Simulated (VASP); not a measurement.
Wanted: the native input for a VASP 6.6.1 run.

```
Task                   : relaxation of cell and atoms
Functional             : LDA
Potentials or basis    : VASP PAW LDA potentials, release 64 (Ga_d, P)
Cutoff                 : 600 eV
k mesh                 : 8 × 8 × 8
Occupations            : fermi-dirac, width 0.02 eV
Spin                   : no spin polarisation
Dipole correction      : no
Further INCAR settings : ALGO = Normal; EDIFF = 1e-06; IBRION = 2; EDIFFG = -0.005; NSW = 80; ISIF = 3
```

The structure of GaP lies in POSCAR:

```
GaP
1.0
    0.0000000000      2.7530041267      2.7530041267
    2.7530041267      0.0000000000      2.7530041267
    2.7530041267      2.7530041267      0.0000000000
Ga P
1 1
Direct
    0.0000000000      0.0000000000      0.0000000000
    0.2500000000      0.2500000000      0.2500000000
```

The input as run:

INCAR

```
SYSTEM = GaP
ALGO = Normal
EDIFF = 1E-6
EDIFFG = -0.005
ENCUT = 600
IBRION = 2
ISIF = 3
ISMEAR = -1
LASPH = .True.
LCHARG = .False.
LREAL = .False.
LWAVE = .False.
NELM = 80
NSW = 80
PREC = Accurate
SIGMA = 0.02
```

KPOINTS

```
k-points
0
Gamma
  8 8 8
  0 0 0
```

Potentials or basis: VASP PAW LDA potentials, release 64 (Ga_d, P).

Run with:

```console
$ cat potpaw_LDA.64/Ga_d/POTCAR potpaw_LDA.64/P/POTCAR > POTCAR
$ mpirun -np 1 vasp_std > vasp.out
```

It gave:

| Quantity | Value |
| --- | --- |
| Relaxed volume | 19.61 Å³/atom |
| Relaxed cell | a = 3.814 Å, b = 3.814 Å, c = 3.814 Å, α = 60.00°, β = 60.00°, γ = 60.00° |
| Space group after relaxing (to 0.05 Å) | F-43m (No. 216) |
| Energy gained by relaxing | 20.2 meV/atom |
| Ionic steps | 8 |
| Pressure after relaxing | 0.0 GPa |
| Band gap on the k mesh | 1.43 eV, indirect (least direct gap 1.90 eV) |

Wall time 56 s on 1 thread of Intel(R) Xeon(R) Platinum 8375C CPU @ 2.90GHz (Ice Lake), on a shared host, peak memory 0.18 GiB.
